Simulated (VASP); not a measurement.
Here is a VASP 6.6.1 calculation.

Contents of INCAR:

```
SYSTEM = In
ALGO = Normal ; EDIFF = 1E-6
EDIFFG = -0.04 ; ENCUT = 600
GGA = PE ; IBRION = 2
ISIF = 3 ; ISMEAR = 0
LASPH = .True. ; LCHARG = .False.
LREAL = .False. ; LWAVE = .False.
NELM = 100 ; NSW = 90
PREC = Accurate ; SIGMA = 0.1
```

KPOINTS

```
k-points
0
Gamma
  4 4 4
  0 0 0
```

POSCAR

```
In
1.0
    4.1776491800      0.0000000000      0.0000000000
    0.0000000000      4.1776491800      0.0000000000
    0.0000000000      0.0000000000      4.1776491800
In
3
Direct
    0.5000000000      0.0000000000      0.0000000000
    0.0000000000      0.5000000000      0.0000000000
    0.0000000000      0.0000000000      0.5000000000
```

Potentials or basis: VASP PAW PBE potentials, release 64 (In_d).

Run with:

```console
$ cat potpaw_PBE.64/In_d/POTCAR > POTCAR
$ mpirun -np 1 vasp_std > vasp.out
```

(1) What does it give for the band gap on the k mesh?

(2) What does it give for the relaxed cell?

(3) What does it give for the relaxed volume?

Results:

(1) zero (an odd number of electrons rules out a gap without spin polarisation).

(2) a = 4.523 Å, b = 4.523 Å, c = 4.523 Å, α = 90.00°, β = 90.00°, γ = 90.00°.

(3) 30.85 Å³/atom.

Caveat: the k points lie up to 0.35 Å⁻¹ apart in the final cell, too coarse for converged energies and pressures of a metal; the volume moved by over 15 % at a fixed basis, so the end points are rough; spin-orbit coupling is left out, which moves the levels of the heavy elements.
